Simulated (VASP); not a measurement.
# CuI (F-43m) in VASP: settings compared

CuI is run at these levels: PBEsol, PBE; tasks: single point.

All numbers are computed with VASP 6.6.1; they aren't measurements. Logs are shortened: lines on timing, memory, paths and dates and some standing lists are left out, and cuts for length are marked.

## (1) The cell of the first run

The structure is cubic, space group F-43m (No. 216). Conventional cell: a = 6.063 Å, b = 6.063 Å, c = 6.063 Å, α = 90.00°, β = 90.00°, γ = 90.00°. I (site symmetry -43m) has 4 Cu at 2.63 Å within 3.5 Å. Within 3.5 Å of Cu (site symmetry -43m) lie 4 I at 2.63 Å.

## (2) Single point, PBEsol

Contents of INCAR:

```
SYSTEM = CuI
PREC     = Accurate       ! precision mode
ENCUT    = 520            ! plane-wave cutoff, eV
EDIFF    = 1E-6           ! SCF threshold, eV
ISMEAR   = -1             ! smearing method
SIGMA    = 0.05           ! smearing width, eV
LREAL    = .False.        ! projectors in reciprocal space
LASPH    = .True.         ! aspherical terms in the spheres
NELM     = 60             ! most SCF steps
ALGO     = Normal         ! electronic algorithm
ISIF     = 2              ! what is computed and relaxed
LWAVE    = .False.        ! write WAVECAR
LCHARG   = .False.        ! write CHGCAR
GGA      = PS             ! functional
NBANDS   = 16             ! bands
```

Contents of KPOINTS:

```
regular mesh
0
Gamma
  6 6 6
  0 0 0
```

Contents of POSCAR:

```
CuI
1.0
    0.0000000000      3.0315000000      3.0315000000
    3.0315000000      0.0000000000      3.0315000000
    3.0315000000      3.0315000000      0.0000000000
I Cu
1 1
Direct
    0.0000000000      0.0000000000      0.0000000000
    0.7500000000      0.7500000000      0.7500000000
```

Potentials or basis: VASP PAW PBE potentials, release 64 (I, Cu).

Command:

```bash
$ cat potpaw_PBE.64/I/POTCAR potpaw_PBE.64/Cu/POTCAR > POTCAR
$ mpirun -np 1 vasp_std > vasp.out
```

OUTCAR:

```text
SYSTEM = CuI
   PREC = Accurate
   ENCUT = 520
   EDIFF = 1E-6
   ISMEAR = -1
   LREAL = .False.
   LASPH = .True.
   NELM = 60
   ISIF = 2
   GGA = PS

 ion  position               nearest neighbor table
   1  0.000  0.000  0.000-   2 2.63   2 2.63   2 2.63   2 2.63
   2  0.750  0.750  0.750-   1 2.63   1 2.63   1 2.63   1 2.63

  LATTYP: Found a face centered cubic cell.
 ALAT       =     6.0630000000

  Lattice vectors:

 A1 = (   0.0000000000,   3.0315000000,   3.0315000000)
 A2 = (   3.0315000000,   0.0000000000,   3.0315000000)
 A3 = (   3.0315000000,   3.0315000000,   0.0000000000)

Analysis of symmetry for initial positions (statically):
=====================================================================
 Subroutine PRICEL returns:
 Original cell was already a primitive cell.

 Routine SETGRP: Setting up the symmetry group for a
 face centered cubic supercell.

 Subroutine GETGRP returns: Found 24 space group operations
 (whereof 24 operations were pure point group operations)
 out of a pool of 48 trial point group operations.

The static configuration has the point symmetry T_d .

Analysis of symmetry for dynamics (positions and initial velocities):
=====================================================================
 Subroutine PRICEL returns:
 Original cell was already a primitive cell.

 Routine SETGRP: Setting up the symmetry group for a
 face centered cubic supercell.

 Subroutine GETGRP returns: Found 24 space group operations
 (whereof 24 operations were pure point group operations)
 out of a pool of 48 trial point group operations.

The dynamic configuration has the point symmetry T_d .

 Subroutine INISYM returns: Found 24 space group operations
 (whereof 24 operations are pure point group operations),
 and found     1 'primitive' translations

----------------------------------------------------------------------------------------

                                     Primitive cell

  volume of cell :      55.7189

  direct lattice vectors                    reciprocal lattice vectors
     0.000000000  3.031500000  3.031500000    -0.164934851  0.164934851  0.164934851
     3.031500000  0.000000000  3.031500000     0.164934851 -0.164934851  0.164934851
     3.031500000  3.031500000  0.000000000     0.164934851  0.164934851 -0.164934851

  length of vectors
     4.287188414  4.287188414  4.287188414     0.285675541  0.285675541  0.285675541

  position of ions in fractional coordinates (direct lattice)
     0.000000000  0.000000000  0.000000000
     0.750000000  0.750000000  0.750000000

  ion indices of the primitive-cell ions
   primitive index   ion index
                 1           1
                 2           2

----------------------------------------------------------------------------------------

 KPOINTS: regular mesh

Automatic generation of k-mesh.
 Grid dimensions read from file:
 generate k-points for:    6    6    6

 Generating k-lattice:

  Cartesian coordinates                     Fractional coordinates (reciprocal lattice)
    -0.027489142  0.027489142  0.027489142     0.166666667  0.000000000  0.000000000
     0.027489142 -0.027489142  0.027489142     0.000000000  0.166666667  0.000000000
     0.027489142  0.027489142 -0.027489142     0.000000000  0.000000000  0.166666667

  Length of vectors
     0.047612590  0.047612590  0.047612590

  Shift w.r.t. Gamma in fractional coordinates (k-lattice)
     0.000000000  0.000000000  0.000000000

 Subroutine IBZKPT returns following result:
 ===========================================

 Found     16 irreducible k-points:

 Following reciprocal coordinates:
            Coordinates               Weight
  0.000000  0.000000  0.000000      1.000000
  0.166667  0.000000  0.000000      8.000000
  0.333333  0.000000  0.000000      8.000000
  0.500000  0.000000  0.000000      4.000000
  0.166667  0.166667  0.000000      6.000000
  0.333333  0.166667  0.000000     24.000000
[... 8 lines left out ...]
 -0.333333  0.333333  0.166667     24.000000
 -0.333333  0.500000  0.166667     12.000000
   k-points           NKPTS =     16   k-points in BZ     NKDIM =     16   number of bands    NBANDS=     16
   number of dos      NEDOS =    301   number of ions     NIONS =      2
   total plane-waves  NPLWV =  32768
   dimension x,y,z NGX =    32 NGY =   32 NGZ =   32
   dimension x,y,z NGXF=    64 NGYF=   64 NGZF=   64
   ions per type =               1   1
   NGX,Y,Z   is equivalent  to a cutoff of  12.41, 12.41, 12.41 a.u.
   NGXF,Y,Z  is equivalent  to a cutoff of  24.82, 24.82, 24.82 a.u.
 SYSTEM =  CuI
   PREC   = accura    normal or accurate (medium, high low for compatibility)
   ISTART =      0    job   : 0-new  1-cont  2-samecut
   ICHARG =      2    charge: 1-file 2-atom 10-const
   ISPIN  =      1    spin polarized calculation?
   LNONCOLLINEAR =      F non collinear calculations
   LSORBIT =      F    spin-orbit coupling
   LASPH  =      T    aspherical Exc in radial PAW
   ENCUT  =  520.0 eV  38.22 Ry    6.18 a.u.   7.97  7.97  7.97*2*pi/ulx,y,z
   NELM   =     60;   NELMIN=  2; NELMDL= -5     # of ELM steps
   EDIFF  = 0.1E-05   stopping-criterion for ELM
   LREAL  =      F    real-space projection
   EDIFFG = 0.1E-04   stopping-criterion for IOM
   NSW    =      0    number of steps for IOM
   IBRION =     -1    ionic relax: 0-MD 1-quasi-New 2-CG
   NFREE  =      0    steps in history (QN), initial steepest desc. (CG)
   ISIF   =      2    stress and relaxation
   ISYM   =      2    0-nonsym 1-usesym 2-fastsym
   POTIM  = 0.5000    time-step for ionic-motion
   TEBEG  =    0.0;   TEEND  =   0.0 temperature during run
   PSTRESS=    0.0 pullay stress
   NELECT =      18.0000    total number of electrons
   NUPDOWN=      -1.0000    fix difference up-down
   EMIN   =  10.00;   EMAX   =-10.00  energy-range for DOS
   EFERMI =   0.00;   METHOD = LEGACY
   ISMEAR =    -1;   SIGMA  =   0.05  broadening in eV -4-tet -1-fermi 0-gaus
   EFERMI_NEDOS =   21; number of points for ismear=-14 and -15
   IALGO  =     38    algorithm
   IMIX   =      4    mixing-type and parameters
     AMIX     =   0.40;   BMIX     =  1.00
     AMIX_MAG =   1.60;   BMIX_MAG =  1.00
  volume/ion in A,a.u.               =      27.86       188.00
  Fermi-wavevector in a.u.,A,eV,Ry     =   1.123306  2.122741 17.168055  1.261816
  Thomas-Fermi vector in A             =   2.259971
   LORBIT       =      0    0 simple, 1 ext, 2 COOP (PROOUT), +10 PAW based schemes
   GGA     = PS    functional components
   LHFCALC =     F    Hartree Fock is set to
   AEXX    =    0.0000 exact exchange contribution
   IVDW    =     0    specifies the selected vdW correction
   LEPSILON=     F    determine dielectric tensor
   LRPA    =     F    only Hartree local field effects (RPA)
 non-spin polarized calculation
  energy-cutoff  :      520.00
  volume of cell :       55.72
 maximum number of plane-waves:      1524
   NGX = 15   NGY = 15   NGZ = 15

 number of electron      18.0000014 magnetization

 Free energy of the ion-electron system (eV)
  ---------------------------------------------------
  ext. energy  EPLUGINS =         0.00000000
  ---------------------------------------------------
  free energy    TOTEN  =        -6.29198028 eV

  energy without entropy =       -6.29197962  energy(sigma->0) =       -6.29197995

 E-fermi :   4.8277     XC(G=0):  -9.1388

 val. band max:        4.2832132543   @ k =   0.0000   0.0000   0.0000
 cond. band min:       5.3118389692   @ k =   0.0000   0.0000   0.0000
 fundamental gap:      1.0286257148
 Fermi energy:         4.8277173423

 k-point     1 :       0.0000    0.0000    0.0000
  band No.  band energies     occupation
      1      -9.7425      2.00000
      2       0.6390      2.00000
      3       0.6390      2.00000
      4       0.6390      2.00000
      5       2.4081      2.00000
      6       2.4081      2.00000
[... 8 lines left out ...]
     15      13.8580      0.00000
     16      13.8580      0.00000

 k-point     2 :       0.1667    0.0000    0.0000
  band No.  band energies     occupation
      1      -9.6166      2.00000
      2       0.1278      2.00000
      3       0.6487      2.00000
      4       0.6487      2.00000
      5       2.3990      2.00000
      6       2.3990      2.00000
[... 8 lines left out ...]
     15      12.9814      0.00000
     16      13.2948      0.00000

 k-point     3 :       0.3333    0.0000    0.0000
  band No.  band energies     occupation
      1      -9.3401      2.00000
      2      -0.8541      2.00000
      3       0.6610      2.00000
      4       0.6610      2.00000
      5       2.4096      2.00000
      6       2.4096      2.00000
[... 8 lines left out ...]
     15      13.4647      0.00000
     16      13.4647      0.00000

 k-point     4 :       0.5000    0.0000    0.0000
  band No.  band energies     occupation
      1      -9.1867      2.00000
      2      -1.3254      2.00000
      3       0.6630      2.00000
      4       0.6630      2.00000
      5       2.4357      2.00000
      6       2.4357      2.00000
[... 8 lines left out ...]
     15      15.1324      0.00000
     16      15.1324      0.00000
[... 172 lines left out ...]
 k-point    14 :       0.5000    0.3333    0.1667
  band No.  band energies     occupation
      1      -9.1495      2.00000
      2      -0.8705      2.00000
      3       0.1540      2.00000
      4       0.5948      2.00000
      5       2.3454      2.00000
      6       2.4248      2.00000
[... 8 lines left out ...]
     15      15.1699      0.00000
     16      16.2978      0.00000

 k-point    15 :      -0.3333    0.3333    0.1667
  band No.  band energies     occupation
      1      -9.0447      2.00000
      2      -0.9199      2.00000
      3      -0.1443      2.00000
      4       0.5541      2.00000
      5       2.3144      2.00000
      6       2.4087      2.00000
[... 8 lines left out ...]
     15      15.3190      0.00000
     16      16.0484      0.00000

 k-point    16 :      -0.3333    0.5000    0.1667
  band No.  band energies     occupation
      1      -8.9956      2.00000
      2      -1.0161      2.00000
      3      -0.0018      2.00000
      4       0.4606      2.00000
      5       2.3602      2.00000
      6       2.3617      2.00000
[... 8 lines left out ...]
     15      15.7994      0.00000
     16      16.2401      0.00000

------------------------ aborting loop because EDIFF is reached ----------------------------------------

  FORCE on cell =-STRESS in cart. coord.  units (eV):
  Direction    XX          YY          ZZ          XY          YZ          ZX
  --------------------------------------------------------------------------------------
  -------------------------------------------------------------------------------------
  Total       -0.7491795     -0.7491795     -0.7491795      0.0000000      0.0000000     -0.0000000
  in kB      -21.5423848    -21.5423848    -21.5423848      0.0000000      0.0000000     -0.0000000
  external PRESSURE =     -21.5423848 kB  Pullay stress =       0.0000000 kB

 VOLUME and BASIS-vectors are now :
 -----------------------------------------------------------------------------
  energy-cutoff  :      520.00
  volume of cell :       55.72
      direct lattice vectors                 reciprocal lattice vectors
     0.000000000  3.031500000  3.031500000    -0.164934851  0.164934851  0.164934851
     3.031500000  0.000000000  3.031500000     0.164934851 -0.164934851  0.164934851
     3.031500000  3.031500000  0.000000000     0.164934851  0.164934851 -0.164934851

 POSITION                                       TOTAL-FORCE (eV/Angst)
 -----------------------------------------------------------------------------------
      0.00000      0.00000      0.00000         0.000000      0.000000      0.000000
      4.54725      4.54725      4.54725        -0.000000     -0.000000     -0.000000
 -----------------------------------------------------------------------------------
    total drift:                               -0.000000     -0.000000      0.000000

  FREE ENERGIE OF THE ION-ELECTRON SYSTEM (eV)
  ---------------------------------------------------
  free  energy   TOTEN  =        -6.2919802792 eV

  energy  without entropy=       -6.2919796153  energy(sigma->0) =       -6.29197995
```

Run time: 12 s. Hardware: 1 thread of Intel Xeon Platinum 8375C at 2.90GHz (Ice Lake), shared host; peak memory 0.17 GiB.

Results:

```
Free energy            : -6.2920 eV
Pressure               : -2.2 GPa
Band gap on the k mesh : 1.03 eV
```

Caveat: the PAW data sets were made with another functional, which shifts forces and pressure a little; spin-orbit coupling is left out, which moves the levels of the heavy elements.

## (3) Single point, PBEsol, non-collinear spin, zero start, spin-orbit coupling

Contents of INCAR:

```
ALGO = Normal
EDIFF = 1E-6
ENCUT = 520
GGA = PS
GGA_COMPAT = False
ISIF = 2
ISMEAR = -1
LASPH = True
LCHARG = True
LMAXMIX = 4
LNONCOLLINEAR = True
LORBIT = 11
LORBMOM = True
LREAL = False
LSORBIT = True
LVHAR = True
LWAVE = False
MAGMOM = 0 0 0 0 0 0
NBANDS = 30
NELM = 150
PREC = Accurate
SIGMA = 0.05
```

Contents of KPOINTS:

```
k-points
0
Gamma
  6 6 6
```

POSCAR is that of step 2.

Potentials or basis: VASP PAW PBE potentials, release 64 (I, Cu).

Command:

```bash
$ cat potpaw_PBE.64/I/POTCAR potpaw_PBE.64/Cu/POTCAR > POTCAR
$ mpirun -np 1 vasp_ncl > vasp.out
```

Run time: 74 s. Hardware: 1 thread of Intel Xeon Platinum 8375C at 2.90GHz (Ice Lake), shared host; peak memory 0.33 GiB.

Results (log left out):

```yaml
Free_energy: -6.4236 eV
Pressure: -2.4 GPa
Net_moment: 0.00 μB per cell
Valence_electrons_inside_the_program's_atomic_spheres: I 4.29; Cu 9.92
```

Moments on the atoms (μB; x, y, z):
```
I   0.00 0.00 0.00
Cu  0.00 0.00 0.00
```

Caveat: the PAW data sets were made with another functional, which shifts forces and pressure a little.

## (4) Single point, PBE (28.97 Å³/atom)

This run uses another cell than the first one, of 28.97 Å³/atom.

Contents of INCAR:

```
  ALGO = Normal
  EDIFF = 1E-7
  ENCUT = 520
  GGA = PE
  ISIF = 2
  ISMEAR = -1
  LASPH = T
  LCHARG = F
  LREAL = F
  LWAVE = F
  NBANDS = 16
  NELM = 100
  PREC = Accurate
  SIGMA = 0.05
```

Contents of KPOINTS:

```
k-points
0
Gamma
  8 8 8
```

Contents of POSCAR:

```
CuI
1.0
    0.0000000000      3.0713927327      3.0713927327
    3.0713927327      0.0000000000      3.0713927327
    3.0713927327      3.0713927327      0.0000000000
I Cu
1 1
Direct
    0.0000000000      0.0000000000      0.0000000000
    0.7500000000      0.7500000000      0.7500000000
```

Potentials or basis: VASP PAW PBE potentials, release 64 (I, Cu).

Command:

```bash
$ cat potpaw_PBE.64/I/POTCAR potpaw_PBE.64/Cu/POTCAR > POTCAR
$ mpirun -np 1 vasp_std > vasp.out
```

OUTCAR:

```text
EDIFF = 1E-7
   ENCUT = 520
   GGA = PE
   ISIF = 2
   ISMEAR = -1
   LASPH = T
   LREAL = F
   NELM = 100
   PREC = Accurate

 ion  position               nearest neighbor table
   1  0.000  0.000  0.000-   2 2.66   2 2.66   2 2.66   2 2.66
   2  0.750  0.750  0.750-   1 2.66   1 2.66   1 2.66   1 2.66

  LATTYP: Found a face centered cubic cell.
 ALAT       =     6.1427854654

  Lattice vectors:

[... 638 lines left out ...]
     16      15.1944      0.00000

 [... further k-points ...]

------------------------ aborting loop because EDIFF is reached ----------------------------------------

  FORCE on cell =-STRESS in cart. coord.  units (eV):
  Direction    XX          YY          ZZ          XY          YZ          ZX
  --------------------------------------------------------------------------------------
  -------------------------------------------------------------------------------------
  Total       -0.3965592     -0.3965592     -0.3965592      0.0000000      0.0000000      0.0000000
  in kB      -10.9643407    -10.9643407    -10.9643407      0.0000000      0.0000000      0.0000000
  external PRESSURE =     -10.9643407 kB  Pullay stress =       0.0000000 kB

 VOLUME and BASIS-vectors are now :
 -----------------------------------------------------------------------------
  energy-cutoff  :      520.00
  volume of cell :       57.95
      direct lattice vectors                 reciprocal lattice vectors
     0.000000000  3.071392733  3.071392733    -0.162792597  0.162792597  0.162792597
     3.071392733  0.000000000  3.071392733     0.162792597 -0.162792597  0.162792597
     3.071392733  3.071392733  0.000000000     0.162792597  0.162792597 -0.162792597

 POSITION                                       TOTAL-FORCE (eV/Angst)
 -----------------------------------------------------------------------------------
      0.00000      0.00000      0.00000        -0.000000     -0.000000     -0.000000
      4.60709      4.60709      4.60709         0.000000      0.000000      0.000000
 -----------------------------------------------------------------------------------
    total drift:                               -0.000001     -0.000001     -0.000002

  FREE ENERGIE OF THE ION-ELECTRON SYSTEM (eV)
  ---------------------------------------------------
  free  energy   TOTEN  =        -5.5567381265 eV

  energy  without entropy=       -5.5567378004  energy(sigma->0) =       -5.55673796
```

stdout:

```text
POSCAR found type information on POSCAR I Cu
 POSCAR found :  2 types and       2 ions
 scaLAPACK will be used
 LDA part: xc-table for (Slater+PW92), standard interpolation
 POSCAR, INCAR and KPOINTS ok, starting setup
 FFT: planning ... GRIDC
 FFT: planning ... GRID_SOFT
 FFT: planning ... GRID
 WAVECAR not read
 entering main loop
```

Run time: 16 s. Hardware: 1 thread of AMD EPYC 9R45 (Zen 5), shared host; peak memory 0.16 GiB.

What came out:

| Property | Result |
| --- | --- |
| Free energy | -5.5567 eV |
| Pressure | -1.1 GPa |
| Band gap on the k mesh | 1.04 eV |

Caveat: spin-orbit coupling is left out, which moves the levels of the heavy elements.

## (5) Summary

```csv
level,spin,cell,k mesh,gap on the mesh (eV),pressure (GPa)
PBEsol,off,"a = 4.287 Å, angles 60.0°, 2 atoms",6 × 6 × 6,1.03,-2.2
PBEsol,"non-collinear, zero start, SOC","a = 4.287 Å, angles 60.0°, 2 atoms",6 × 6 × 6,-,-2.4
PBE,off,"a = 4.344 Å, angles 60.0°, 2 atoms",8 × 8 × 8,1.04,-1.1
```

Alike in all rows: task single point; potentials or basis VASP PAW PBE potentials, release 64 (I, Cu); cutoff (eV) 520; smearing fermi-dirac 0.05 eV.

Caveats: the PAW data sets were made with another functional, which shifts forces and pressure a little (at least some runs); spin-orbit coupling is left out, which moves the levels of the heavy elements (at least some runs).

Total energies depend on the potentials used, so only differences within one code and one set of settings carry meaning.
